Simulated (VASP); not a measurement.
A run of VASP 6.6.1:

The input INCAR:

```
PREC = Accurate
ENCUT = 520
EDIFF = 1E-7
ISMEAR = -1
SIGMA = 0.05
LREAL = False
LASPH = True
NELM = 150
ALGO = Normal
ISIF = 2
LWAVE = False
LCHARG = False
ISPIN = 2
MAGMOM = 1 1 1 3
LORBIT = 11
LMAXMIX = 4
GGA = PS
NBANDS = 31
```

File KPOINTS:

```
Automatic mesh
0
Gamma
  8 8 8
```

POSCAR

```
FeNi3
1.0
    3.4970887214      0.0000000000      0.0000000000
    0.0000000000      3.4970887214      0.0000000000
    0.0000000000      0.0000000000      3.4970887214
Ni Fe
3 1
Direct
    0.5000000000      0.5000000000      0.0000000000
    0.5000000000      0.0000000000      0.5000000000
    0.0000000000      0.5000000000      0.5000000000
    0.0000000000      0.0000000000      0.0000000000
```

Potentials or basis: VASP PAW PBE potentials, release 64 (Ni, Fe).

The run is started by

```console
$ cat potpaw_PBE.64/Ni/POTCAR potpaw_PBE.64/Fe/POTCAR > POTCAR
$ mpirun -np 1 vasp_std > vasp.out
```

Hardware: 1 thread of Oxide Virtual Turin-like Processor, on a shared host.

Task: Estimate the wall time of this run.

Result: It took 61 s on 1 thread of Oxide Virtual Turin-like Processor, with other jobs on the host, peak memory 0.18 GiB. Counts: scf iterations 16, k points 35.
